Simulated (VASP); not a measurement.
Write the native input for VASP 6.6.1 that does the following.

| Quantity | Value |
| --- | --- |
| Task | single point |
| Functional | r2SCAN |
| Potentials or basis | VASP PAW PBE potentials, release 64 (Si, W_sv) |
| Cutoff | 520 eV |
| k mesh | 18 × 18 × 18 |
| Occupations | gaussian, width 0.1 eV |
| Spin | no spin polarisation |
| Dipole correction | no |
| Further INCAR settings | ALGO = Normal; EDIFF = 1e-06; NBANDS = 18 |

Crystal: Si2W.

```
CELL_PARAMETERS angstrom
-1.53290 1.53290 3.76775
1.53290 -1.53290 3.76775
1.53290 1.53290 -3.76775
ATOMIC_POSITIONS crystal
Si 0.33287 0.33287 0.00000
Si 0.66713 0.66713 0.00000
W 0.00000 0.00000 0.00000
```

These files were run (other wordings do the same):

POSCAR

```
Si2W
1.0
   -1.5328987679      1.5328987679      3.7677524998
    1.5328987679     -1.5328987679      3.7677524998
    1.5328987679      1.5328987679     -3.7677524998
Si W
2 1
Direct
    0.3328699068      0.3328699068      0.0000000000
    0.6671300932      0.6671300932      0.0000000000
    0.0000000000      0.0000000000      0.0000000000
```

INCAR.step1

```
  PREC = Accurate
  ENCUT = 520
  ISMEAR = 0
  SIGMA = 0.1
  LREAL = False
  LASPH = True
  NELM = 60
  NBANDS = 18
  GGA = PE
  ALGO = Normal
  EDIFF = 1E-4
  LWAVE = True
  LCHARG = False
```

INCAR.step2

```
  PREC = Accurate
  ENCUT = 520
  EDIFF = 1E-6
  ISMEAR = 0
  SIGMA = 0.1
  LREAL = False
  LASPH = True
  NELM = 60
  ALGO = Normal
  ISIF = 2
  LWAVE = False
  LCHARG = False
  METAGGA = R2SCAN
  LMIXTAU = True
  NBANDS = 18
  ISTART = 1
```

KPOINTS

```
regular mesh
0
Gamma
  18 18 18
```

Potentials or basis: VASP PAW PBE potentials, release 64 (Si, W_sv).

Run with:

```console
$ cat potpaw_PBE.64/Si/POTCAR potpaw_PBE.64/W_sv/POTCAR > POTCAR
$ cp INCAR.step1 INCAR
$ mpirun -np 1 vasp_std > vasp.out
$ cp INCAR.step2 INCAR
$ mpirun -np 1 vasp_std > vasp.out
```

Results of the run:

```
Pressure               : 39.7 GPa
Largest force          : 0.013 eV/Å
Band gap on the k mesh : zero (bands 11 and 12 overlap by 1.68 eV)
```

Caveat: the cell stands under pressure; the PAW data sets were made with another functional, which shifts forces and pressure a little; spin-orbit coupling is left out, which moves the levels of the heavy elements.

Wall time 6.7 min on 1 thread of Intel(R) Xeon(R) 6975P-C (Granite Rapids) (shared host), peak memory 0.41 GiB.
